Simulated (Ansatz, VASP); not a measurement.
NaHfO: VASP beside Ansatz

Contents of INCAR:

```
PREC = Accurate
ENCUT = 600
EDIFF = 1E-6
ISMEAR = 0
SIGMA = 0.1
LREAL = F
LASPH = T
NELM = 80
ALGO = Normal
ISIF = 3
LWAVE = F
LCHARG = F
GGA = PE
IBRION = 2
NSW = 100
EDIFFG = -0.01
```

The input KPOINTS:

```
Automatic mesh
0
Gamma
  14 14 12
```

Contents of POSCAR:

```
NaHfO
1.0
    3.4834407258      0.0000000000      0.0000000000
    0.0000000000      3.4834407258      0.0000000000
    0.0000000000      0.0000000000      4.1495640103
Na Hf O
1 1 1
Direct
    0.0000000000      0.0000000000      0.0000000000
    0.5000000000      0.5000000000      0.5000000000
    0.5000000000      0.5000000000      0.0000000000
```

Input for Ansatz:

```yaml
crystal:
  lattice:
    - [3.4834407258, 0.0, 0.0]
    - [0.0, 3.4834407258, 0.0]
    - [0.0, 0.0, 4.1495640103]
  atoms:
    - { symbol: Na, position: [0.0, 0.0, 0.0] }
    - { symbol: Hf, position: [0.5, 0.5, 0.5] }
    - { symbol: O, position: [0.5, 0.5, 0.0] }
basis:
  ecutwfc: 420
kpoints:
  mp_grid: { grid: [14, 14, 12] }
hamiltonian:
  xc: pbe
scf:
  occupations: { method: gaussian, width: 0.1 }
output:
  forces: true
  stress: true
  eigenvalues: true
relax:
  adjacent_minimum: "off"
  f_tol: 0.01
  max_steps: 80
  cell: { stress_tol: 0.05 }
```

Change from the starting cell: species swapped into the YCoC type (P4/mmm, No. 123).

Alike in both runs: task relaxation of cell and atoms; functional PBE; k mesh 14 × 14 × 12; occupations gaussian, width 0.1 eV; no spin polarisation.

```csv
,VASP,Ansatz
version,VASP 6.6.1,Ansatz 0.2.0
potentials or method,"VASP PAW PBE potentials, release 64 (Na_pv, Hf_pv, O), cutoff 600 eV","scalar-relativistic, plane waves, PAW"
valence electrons in the cell,23,41
```

```csv
,VASP,Ansatz,Ansatz less VASP
"gap on the k mesh at the Fermi level, each at its own relaxed structure (eV)",none,none,-
relaxed volume (Å³/atom),16.83,16.88,+0.050
relaxed cell length with the largest relative difference (Å),4.129,4.146,+0.0169
```

A gap of «none» marks a metal or a gap that the smearing closes. VASP's potentials hold 23 valence electrons a cell and Ansatz's 41, so a difference there can come from the potentials and not from the codes.

Spin-orbit coupling is off throughout.
